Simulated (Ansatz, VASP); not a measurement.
**Two plane-wave programs on Be2Se**

```xyz
6
Lattice="2.8451 0.0000 0.0000 -1.4225 2.4639 0.0000 0.0000 0.0000 11.0662" Properties=species:S:1:pos:R:3 pbc="T T T"
Be    0.0000    1.6426    6.9440
Be    1.4225    0.8213    1.4109
Be    0.0000    1.6426    9.6553
Be    1.4225    0.8213    4.1222
Se    0.0000    1.6426    2.7666
Se    1.4225    0.8213    8.2997
```

Alike in both runs: task relaxation of cell and atoms; functional PBE; k mesh 6 × 6 × 2; occupations gaussian, width 0.1 eV; no spin polarisation.

```csv
,VASP,Ansatz
version,VASP 6.6.1,Ansatz 0.2.0
potentials or method,"VASP PAW PBE potentials, release 64 (Be, Se), cutoff 600 eV","scalar-relativistic, plane waves, PAW"
valence electrons in the cell,20,40
```

```tsv
	VASP	Ansatz	Ansatz less VASP
gap on the k mesh at the Fermi level, each at its own relaxed structure (eV)	none	none	-
relaxed volume (Å³/atom)	14.06	14.03	-0.032
relaxed cell length with the largest relative difference (Å)	3.428	3.422	-0.0067
```

A gap of «none» marks a metal or a gap that the smearing closes. VASP's potentials hold 20 valence electrons a cell and Ansatz's 40, so a difference there can come from the potentials and not from the codes.

The k mesh is coarse, so the values compare programs but aren't converged.
